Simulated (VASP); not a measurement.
Input of a VASP 6.6.1 run:

INCAR

```
  PREC = Accurate
  ENCUT = 520
  EDIFF = 1E-6
  ISMEAR = 1
  SIGMA = 0.01
  LREAL = False
  LASPH = True
  NELM = 60
  ALGO = Normal
  ISIF = 2
  LWAVE = False
  LCHARG = True
  GGA = PE
  LELF = True
  LVHAR = True
  NBANDS = 14
```

File KPOINTS:

```
Automatic mesh
0
Gamma
  8 8 8
```

Contents of POSCAR:

```
BeAl3
1.0
   -1.9421910000      1.9421910000      3.8518930000
    1.9421910000     -1.9421910000      3.8518930000
    1.9421910000      1.9421910000     -3.8518930000
Al Be
3 1
Direct
    0.5000000000      0.5000000000      0.0000000000
    0.2500000000      0.7500000000      0.5000000000
    0.7500000000      0.2500000000      0.5000000000
    0.0000000000      0.0000000000      0.0000000000
```

Potentials or basis: VASP PAW PBE potentials, release 64 (Al, Be).

Run with:

```bash
$ cat potpaw_PBE.64/Al/POTCAR potpaw_PBE.64/Be/POTCAR > POTCAR
$ mpirun -np 1 vasp_std > vasp.out
```

Problem. What does it give for the pressure?

Solution. 0.8 GPa.

Problem. Estimate the band gap on the k mesh.

Solution. Zero (an odd number of electrons rules out a gap without spin polarisation).
